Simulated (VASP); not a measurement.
## ZnSe: relaxation of cell and atoms with PBEsol

The system is ZnSe.

```
Zn Se
1.0
     0.00000    2.83380    2.83380
     2.83380    0.00000    2.83380
     2.83380    2.83380    0.00000
Zn Se
1 1
Direct
  0.00000 0.00000 0.00000
  0.75000 0.75000 0.75000
```

```json
{
 "Program": "VASP 6.6.1",
 "Task": "relaxation of cell and atoms",
 "Functional": "PBEsol",
 "Potentials or basis": "VASP PAW PBE potentials, release 64 (Zn, Se)",
 "Cutoff": "600 eV",
 "k mesh": "8 × 8 × 8",
 "Occupations": "gaussian, width 0.02 eV",
 "Spin": "no spin polarisation",
 "Dipole correction": "no",
 "Further INCAR settings": "ALGO = Normal; EDIFF = 1e-07; IBRION = 2; EDIFFG = -0.005; NSW = 100; ISIF = 3"
}
```

```json
{
  "Relaxed volume": "22.43 Å³/atom",
  "Relaxed cell": "a = 3.988 Å, b = 3.988 Å, c = 3.988 Å, α = 60.00°, β = 60.00°, γ = 60.00°",
  "Space group after relaxing (to 0.05 Å)": "F-43m (No. 216)",
  "Energy gained by relaxing": "0.9 meV/atom",
  "Ionic steps": "3",
  "Pressure after relaxing": "0.0 GPa",
  "Band gap on the k mesh": "1.23 eV, direct"
}
```

Step by step:
```
step  energy change (eV)  largest force (eV/Å)  pressure (GPa)  volume (Å³)
   1              0.0000                0.0000           -0.90        45.51
   2             -0.0017                0.0000            0.28        44.67
   3             -0.0019                0.0000            0.00        44.86
```

Final structure:
```yaml
crystal:
  lattice:
    - [0.00000, 2.82024, 2.82024]
    - [2.82024, 0.00000, 2.82024]
    - [2.82024, 2.82024, 0.00000]
  atoms:
    - { symbol: Zn, position: [0.00000, 0.00000, 0.00000] }
    - { symbol: Se, position: [0.75000, 0.75000, 0.75000] }
```

Levels at points of the mesh, in eV from the valence-band top:
| k point | band 5 | band 6 | band 7 | band 8 | band 9 | band 10 | band 11 | band 12 | band 13 |
| --- | --- | --- | --- | --- | --- | --- | --- | --- | --- |
| (0.00, 0.00, 0.00) | -6.23 | -6.23 | 0.00 | 0.00 | 0.00 | 1.23 | 5.73 | 5.73 | 5.73 |
| (0.50, 0.00, 0.00) | -6.21 | -6.06 | -5.38 | -0.90 | -0.90 | 2.47 | 6.30 | 6.30 | 8.44 |
| (0.50, 0.50, 0.00) | -6.18 | -6.04 | -4.85 | -2.26 | -2.26 | 2.80 | 3.37 | 10.71 | 11.27 |

Run time: 65 s on 1 thread of Intel(R) Xeon(R) Platinum 8259CL CPU @ 2.50GHz (Skylake/Cascade Lake) (shared host), peak memory 0.2 GiB.

Caveat: the PAW data sets were made with another functional, which shifts forces and pressure a little. Expect the measured gap to be larger: semilocal functionals such as PBEsol lack the derivative discontinuity.
